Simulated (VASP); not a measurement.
# La (Fm-3m) in VASP: single point with PBE

Aim: the single point of La with PBE.

Everything below comes from runs of VASP 6.6.1. Logs are shortened: lines on timing, memory, paths and dates and some standing lists are left out, and cuts for length are marked.

### 1 The cell of the first run

Symmetry: Fm-3m, No. 225, cubic system. Conventional cell: a = 5.280 Å, b = 5.280 Å, c = 5.280 Å, α = 90.00°, β = 90.00°, γ = 90.00°. La (site symmetry m-3m) has 12 La at 3.73 Å within 4.9 Å.

This isn't the form of La at room conditions, which is double hcp.

### 2 Single point, PBE

POSCAR

```
La
1.0
    0.0000000000      2.6398052337      2.6398052337
    2.6398052337      0.0000000000      2.6398052337
    2.6398052337      2.6398052337      0.0000000000
La
1
Direct
    0.0000000000      0.0000000000      0.0000000000
```

INCAR.step1

```
PREC     = Accurate       # precision mode
ENCUT    = 520            # plane-wave cutoff, eV
EDIFF    = 1E-6           # SCF threshold, eV
ISMEAR   = 0              # smearing method
SIGMA    = 0.1            # smearing width, eV
LREAL    = F              # projectors in reciprocal space
LASPH    = T              # aspherical terms in the spheres
NELM     = 100            # most SCF steps
ALGO     = Fast           # electronic algorithm
ISIF     = 2              # what is computed and relaxed
LWAVE    = F              # write WAVECAR
LCHARG   = T              # write CHGCAR
LMAXMIX  = 6              # l up to which the mixer works
GGA      = PE             # functional
NBANDS   = 12             # bands
```

KPOINTS.step1

```
Automatic mesh
0
Gamma
  18 18 18
```

INCAR.step2

```
PREC     = Accurate       # precision mode
ENCUT    = 520            # plane-wave cutoff, eV
EDIFF    = 1E-6           # SCF threshold, eV
ISMEAR   = -5             # smearing method
SIGMA    = 0.1            # smearing width, eV
LREAL    = F              # projectors in reciprocal space
LASPH    = T              # aspherical terms in the spheres
NELM     = 100            # most SCF steps
ALGO     = Fast           # electronic algorithm
ISIF     = 2              # what is computed and relaxed
LWAVE    = F              # write WAVECAR
LCHARG   = F              # write CHGCAR
LMAXMIX  = 6              # l up to which the mixer works
GGA      = PE             # functional
LORBIT   = 10             # projections on sites
NBANDS   = 12             # bands
NEDOS    = 2001           # points of the DOS
ICHARG   = 11             # starting density
```

KPOINTS.step2

```
Automatic mesh
0
Gamma
  27 27 27
```

Potentials or basis: VASP PAW PBE potentials, release 64 (La).

Launch:

```sh
$ cat potpaw_PBE.64/La/POTCAR > POTCAR
$ cp INCAR.step1 INCAR
$ cp KPOINTS.step1 KPOINTS
$ mpirun -np 1 vasp_std > vasp.out
$ cp INCAR.step2 INCAR
$ cp KPOINTS.step2 KPOINTS
$ mpirun -np 1 vasp_std > vasp.out
```

OUTCAR:

```text
PREC = Accurate
   ENCUT = 520
   EDIFF = 1E-6
   ISMEAR = -5
   LREAL = F
   LASPH = T
   NELM = 100
   ISIF = 2
   GGA = PE
   LORBIT = 10
   ICHARG = 11

 ion  position               nearest neighbor table
   1  0.000  0.000  0.000-

  LATTYP: Found a face centered cubic cell.
 ALAT       =     5.2796104674

  Lattice vectors:

 A1 = (   0.0000000000,   2.6398052337,   2.6398052337)
 A2 = (   2.6398052337,   0.0000000000,   2.6398052337)
 A3 = (   2.6398052337,   2.6398052337,   0.0000000000)

Analysis of symmetry for initial positions (statically):
=====================================================================
 Subroutine PRICEL returns:
 Original cell was already a primitive cell.

 Routine SETGRP: Setting up the symmetry group for a
 face centered cubic supercell.

 Subroutine GETGRP returns: Found 48 space group operations
 (whereof 48 operations were pure point group operations)
 out of a pool of 48 trial point group operations.

The static configuration has the point symmetry O_h .

Analysis of symmetry for dynamics (positions and initial velocities):
=====================================================================
 Subroutine PRICEL returns:
 Original cell was already a primitive cell.

 Routine SETGRP: Setting up the symmetry group for a
 face centered cubic supercell.

 Subroutine GETGRP returns: Found 48 space group operations
 (whereof 48 operations were pure point group operations)
 out of a pool of 48 trial point group operations.

The dynamic configuration has the point symmetry O_h .

 Subroutine INISYM returns: Found 48 space group operations
 (whereof 48 operations are pure point group operations),
 and found     1 'primitive' translations

----------------------------------------------------------------------------------------

                                     Primitive cell

  volume of cell :      36.7913

  direct lattice vectors                    reciprocal lattice vectors
     0.000000000  2.639805234  2.639805234    -0.189407913  0.189407913  0.189407913
     2.639805234  0.000000000  2.639805234     0.189407913 -0.189407913  0.189407913
     2.639805234  2.639805234  0.000000000     0.189407913  0.189407913 -0.189407913

  length of vectors
     3.733248364  3.733248364  3.733248364     0.328064129  0.328064129  0.328064129

  position of ions in fractional coordinates (direct lattice)
     0.000000000  0.000000000  0.000000000

  ion indices of the primitive-cell ions
   primitive index   ion index
                 1           1

----------------------------------------------------------------------------------------

 KPOINTS: Automatic mesh

Automatic generation of k-mesh.
 Grid dimensions read from file:
 generate k-points for:   27   27   27

 Generating k-lattice:

  Cartesian coordinates                     Fractional coordinates (reciprocal lattice)
    -0.007015108  0.007015108  0.007015108     0.037037037  0.000000000  0.000000000
     0.007015108 -0.007015108  0.007015108     0.000000000  0.037037037  0.000000000
     0.007015108  0.007015108 -0.007015108     0.000000000  0.000000000  0.037037037

  Length of vectors
     0.012150523  0.012150523  0.012150523

  Shift w.r.t. Gamma in fractional coordinates (k-lattice)
     0.000000000  0.000000000  0.000000000

 TETIRR: Found   2653 inequivalent tetrahedra from   118098

 Subroutine IBZKPT returns following result:
 ===========================================

 Found    560 irreducible k-points:

 Following reciprocal coordinates:
            Coordinates               Weight
  0.000000  0.000000  0.000000      1.000000
  0.037037  0.000000  0.000000      8.000000
  0.074074  0.000000  0.000000      8.000000
  0.111111  0.000000  0.000000      8.000000
  0.148148  0.000000  0.000000      8.000000
  0.185185  0.000000  0.000000      8.000000
[... 16 lines left out ...]
  0.333333  0.037037  0.000000     24.000000
  0.370370  0.037037  0.000000     24.000000
 [... further k-points ...]
   k-points           NKPTS =    560   k-points in BZ     NKDIM =    560   number of bands    NBANDS=     12
   number of dos      NEDOS =   2001   number of ions     NIONS =      1
   total plane-waves  NPLWV =  21952
   dimension x,y,z NGX =    28 NGY =   28 NGZ =   28
   dimension x,y,z NGXF=    56 NGYF=   56 NGZF=   56
   ions per type =               1
   NGX,Y,Z   is equivalent  to a cutoff of  12.47, 12.47, 12.47 a.u.
   NGXF,Y,Z  is equivalent  to a cutoff of  24.94, 24.94, 24.94 a.u.
 SYSTEM =  unknown system
   PREC   = accura    normal or accurate (medium, high low for compatibility)
   ISTART =      0    job   : 0-new  1-cont  2-samecut
   ICHARG =     11    charge: 1-file 2-atom 10-const
   ISPIN  =      1    spin polarized calculation?
   LNONCOLLINEAR =      F non collinear calculations
   LSORBIT =      F    spin-orbit coupling
   LASPH  =      T    aspherical Exc in radial PAW
   ENCUT  =  520.0 eV  38.22 Ry    6.18 a.u.   6.94  6.94  6.94*2*pi/ulx,y,z
   NELM   =    100;   NELMIN=  2; NELMDL=  0     # of ELM steps
   EDIFF  = 0.1E-05   stopping-criterion for ELM
   LREAL  =      F    real-space projection
   EDIFFG = 0.1E-04   stopping-criterion for IOM
   NSW    =      0    number of steps for IOM
   IBRION =     -1    ionic relax: 0-MD 1-quasi-New 2-CG
   NFREE  =      0    steps in history (QN), initial steepest desc. (CG)
   ISIF   =      2    stress and relaxation
   ISYM   =      2    0-nonsym 1-usesym 2-fastsym
   POTIM  = 0.5000    time-step for ionic-motion
   TEBEG  =    0.0;   TEEND  =   0.0 temperature during run
   PSTRESS=    0.0 pullay stress
   NELECT =      11.0000    total number of electrons
   NUPDOWN=      -1.0000    fix difference up-down
   EMIN   =  10.00;   EMAX   =-10.00  energy-range for DOS
   EFERMI =   0.00;   METHOD = LEGACY
   ISMEAR =    -5;   SIGMA  =   0.10  broadening in eV -4-tet -1-fermi 0-gaus
   EFERMI_NEDOS =   21; number of points for ismear=-14 and -15
   IALGO  =     68    algorithm
   IMIX   =      4    mixing-type and parameters
     AMIX     =   0.40;   BMIX     =  1.00
     AMIX_MAG =   1.60;   BMIX_MAG =  1.00
  volume/ion in A,a.u.               =      36.79       248.28
  Fermi-wavevector in a.u.,A,eV,Ry     =   1.094688  2.068661 16.304442  1.198343
  Thomas-Fermi vector in A             =   2.230998
   LORBIT       =     10    0 simple, 1 ext, 2 COOP (PROOUT), +10 PAW based schemes
   GGA     = PE    functional components
   LHFCALC =     F    Hartree Fock is set to
   AEXX    =    0.0000 exact exchange contribution
   IVDW    =     0    specifies the selected vdW correction
   LEPSILON=     F    determine dielectric tensor
   LRPA    =     F    only Hartree local field effects (RPA)
 non-spin polarized calculation
 RMM-DIIS sequential band-by-band and
 Fermi weights with tetrahedron method with Bloechl corrections
  energy-cutoff  :      520.00
  volume of cell :       36.79
 maximum number of plane-waves:      1008

 number of electron      10.9999998 magnetization

 Free energy of the ion-electron system (eV)
  ---------------------------------------------------
  ext. energy  EPLUGINS =         0.00000000
  ---------------------------------------------------
  free energy    TOTEN  =        -4.87923400 eV

  energy without entropy =       -4.87923400  energy(sigma->0) =       -4.87923400

 E-fermi :   7.9517     XC(G=0):  -9.5981

 val. band max:        7.9706768394   @ k =  -0.3704   0.3704   0.1852
 cond. band min:       7.9493545693   @ k =  -0.4444   0.2222   0.1111
 fundamental gap:     -0.0213222702
 Fermi energy:         7.9517080272

 k-point     1 :       0.0000    0.0000    0.0000
  band No.  band energies     occupation
      1     -24.8935      2.00000
      2      -7.8697      2.00000
      3      -7.8697      2.00000
      4      -7.8697      2.00000
      5       4.7847      2.00000
      6       9.2702      0.00000
      7       9.4521      0.00000
      8       9.4522      0.00000
      9       9.4543      0.00000
     10       9.7771      0.00000
     11       9.7771      0.00000
     12       9.7773      0.00000

 k-point     2 :       0.0370    0.0000    0.0000
  band No.  band energies     occupation
      1     -24.8908      2.00000
      2      -7.8916      2.00000
      3      -7.8722      2.00000
      4      -7.8722      2.00000
      5       4.8272      2.00000
      6       9.1356      0.00000
      7       9.4577      0.00000
      8       9.4588      0.00000
      9       9.5674      0.00000
     10       9.7774      0.00000
     11       9.7777      0.00000
     12       9.7787      0.00000

 k-point     3 :       0.0741    0.0000    0.0000
  band No.  band energies     occupation
      1     -24.8830      2.00000
      2      -7.9556      2.00000
      3      -7.8796      2.00000
      4      -7.8796      2.00000
      5       4.9513      2.00000
      6       8.9352      0.00000
      7       9.4724      0.00000
      8       9.4744      0.00000
      9       9.6806      0.00000
     10       9.7784      0.00000
     11       9.7788      0.00000
     12       9.8137      0.00000

 k-point     4 :       0.1111    0.0000    0.0000
  band No.  band energies     occupation
      1     -24.8704      2.00000
      2      -8.0567      2.00000
      3      -7.8915      2.00000
      4      -7.8915      2.00000
      5       5.1466      2.00000
      6       8.7396      0.00000
      7       9.4902      0.00000
      8       9.4938      0.00000
      9       9.7059      0.00000
     10       9.7802      0.00000
     11       9.7963      0.00000
     12      10.3566      0.00000

 k-point     5 :       0.1481    0.0000    0.0000
  band No.  band energies     occupation
      1     -24.8536      2.00000
      2      -8.1874      2.00000
      3      -7.9072      2.00000
      4      -7.9072      2.00000
      5       5.3948      2.00000
      6       8.5721      0.00000
      7       9.5035      0.00000
      8       9.5036      0.00000
      9       9.6621      0.00000
     10       9.7827      0.00000
     11       9.7832      0.00000
     12      10.0472      0.00000
[... 228 lines left out ...]
      1     -24.7937      2.00000
      2      -8.6128      2.00000
      3      -7.9798      2.00000
      4      -7.9561      2.00000
      5       6.1045      2.00000
      6       8.4323      0.00000
      7       9.3506      0.00000
      8       9.5060      0.00000
      9       9.6363      0.00000
     10       9.7683      0.00000
     11       9.8279      0.00000
     12      10.3053      0.00000

 k-point    22 :       0.2963    0.0370    0.0000
  band No.  band energies     occupation
      1     -24.7702      2.00000
      2      -8.7719      2.00000
      3      -8.0002      2.00000
      4      -7.9780      2.00000
      5       6.2524      2.00000
      6       8.5980      0.00000
      7       9.2819      0.00000
      8       9.4752      0.00000
      9       9.6121      0.00000
     10       9.7795      0.00000
     11       9.8266      0.00000
     12      10.3416      0.00000

 k-point    23 :       0.3333    0.0370    0.0000
  band No.  band energies     occupation
      1     -24.7478      2.00000
      2      -8.9192      2.00000
      3      -8.0187      2.00000
      4      -7.9995      2.00000
      5       6.3195      2.00000
      6       8.8618      0.00000
      7       9.2170      0.00000
      8       9.4340      0.00000
      9       9.5846      0.00000
     10       9.7886      0.00000
     11       9.8235      0.00000
     12      10.3218      0.00000

 k-point    24 :       0.3704    0.0370    0.0000
  band No.  band energies     occupation
      1     -24.7276      2.00000
      2      -9.0478      2.00000
      3      -8.0342      2.00000
      4      -8.0196      2.00000
      5       6.3307      2.00000
      6       9.0898      0.00000
      7       9.2348      0.00000
      8       9.3873      0.00000
      9       9.5587      0.00000
     10       9.7986      0.00000
     11       9.8214      0.00000
     12      10.3039      0.00000

 [... further k-points ...]

------------------------ aborting loop because EDIFF is reached ----------------------------------------

  FORCE on cell =-STRESS in cart. coord.  units (eV):
  Direction    XX          YY          ZZ          XY          YZ          ZX
  --------------------------------------------------------------------------------------
  -------------------------------------------------------------------------------------
  Total       -0.0004630     -0.0004630     -0.0004630      0.0000000      0.0000000      0.0000000
  in kB       -0.0201637     -0.0201637     -0.0201637      0.0000000      0.0000000      0.0000000
  external PRESSURE =      -0.0201637 kB  Pullay stress =       0.0000000 kB

 VOLUME and BASIS-vectors are now :
 -----------------------------------------------------------------------------
  energy-cutoff  :      520.00
  volume of cell :       36.79
      direct lattice vectors                 reciprocal lattice vectors
     0.000000000  2.639805234  2.639805234    -0.189407913  0.189407913  0.189407913
     2.639805234  0.000000000  2.639805234     0.189407913 -0.189407913  0.189407913
     2.639805234  2.639805234  0.000000000     0.189407913  0.189407913 -0.189407913

 POSITION                                       TOTAL-FORCE (eV/Angst)
 -----------------------------------------------------------------------------------
      0.00000      0.00000      0.00000         0.000000      0.000000     -0.000000
 -----------------------------------------------------------------------------------
    total drift:                                0.000000     -0.000000     -0.000000

  FREE ENERGIE OF THE ION-ELECTRON SYSTEM (eV)
  ---------------------------------------------------
  free  energy   TOTEN  =        -4.8792339973 eV

  energy  without entropy=       -4.8792339973  energy(sigma->0) =       -4.87923400

 total charge

# of ion       s       p       d       f       tot
--------------------------------------------------
    1        2.066   5.552   0.902   0.084   8.604
```

Wall time 4.4 min (1 thread of Intel Xeon 6975P-C (Granite Rapids), shared host); peak memory 0.4 GiB.

What came out:

```yaml
Valence_electrons_inside_the_program's_atomic_spheres: La 8.60
```

Caveat: spin-orbit coupling is left out, which moves the levels of the heavy elements; tetrahedron occupations give inexact forces and stress in metals.
